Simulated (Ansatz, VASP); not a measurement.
## Sb in VASP and in Ansatz

Contents of POSCAR:

```
Sb
1.0
    3.3767485125      0.0000000000      0.0000000000
   -1.6883742563      2.9243499940      0.0000000000
    0.0000000000      0.0000000000      5.5063879352
Sb
2
Direct
    0.6666666667      0.3333333333      0.7500000000
    0.3333333333      0.6666666667      0.2500000000
```

The input INCAR.step1:

```
SYSTEM = Sb
  ALGO = Normal
  EDIFF = 1E-5
  ENCUT = 520
  GGA = PE
  ISIF = 2
  ISMEAR = -1
  LASPH = .True.
  LREAL = .False.
  LWAVE = .True.
  NBANDS = 12
  NELM = 80
  PREC = Accurate
  SIGMA = 0.05
```

INCAR.step2

```
SYSTEM = Sb
  AEXX = 0.25
  ALGO = Normal
  EDIFF = 1E-6
  ENCUT = 520
  GGA = PE
  ISIF = 2
  ISMEAR = -1
  ISTART = 1
  LASPH = .True.
  LCHARG = .True.
  LELF = .True.
  LHFCALC = .True.
  LREAL = .False.
  LVHAR = .True.
  LWAVE = .False.
  NBANDS = 12
  NELM = 80
  PREC = Accurate
  PRECFOCK = Normal
  SIGMA = 0.05
```

File KPOINTS:

```
k-points
0
Gamma
  6 6 4
  0 0 0
```

input

```
crystal:
  lattice:
    - [3.3767485125, 0.0, 0.0]
    - [-1.6883742563, 2.924349994, 0.0]
    - [0.0, 0.0, 5.5063879352]
  atoms:
    - { symbol: Sb, position: [0.6666666667, 0.3333333333, 0.75] }
    - { symbol: Sb, position: [0.3333333333, 0.6666666667, 0.25] }
hamiltonian:
  xc: pbe0
  pseudopotentials: { kind: paw }
kpoints:
  mp_grid: { grid: [6, 6, 4] }
scf:
  occupations: { method: fermi_dirac, width: 0.05 }
output:
  forces: true
  stress: true
  eigenvalues: true
  write_density: true
  write_potential: true
  elf: true
  volumetric_format: npy
```

Alike in both runs: task single point; functional PBE0; k mesh 6 × 6 × 4; occupations fermi-dirac, width 0.05 eV; no spin polarisation.

```csv
,VASP,Ansatz
version,VASP 6.6.1,Ansatz 0.2.0
potentials or method,"VASP PAW PBE potentials, release 64 (Sb)",Ansatz PAW
plane-wave cutoff (eV),520,420
valence electrons in the cell,10,30
```

```tsv
	VASP	Ansatz	Ansatz less VASP
gap on the k mesh at the Fermi level (eV)	none	none	-
pressure (GPa)	-3.0	-1.8	+1.14
traceless stress, the component that is largest in VASP (GPa)	3.98	4.05	+0.073
```

A gap of «none» marks a metal or a gap that the smearing closes. With one functional, cell and mesh, what is left measures potentials, basis and numerics. VASP's potentials hold 10 valence electrons a cell and Ansatz's 30, so a difference there can come from the potentials and not from the codes.

Spin-orbit coupling is off throughout.
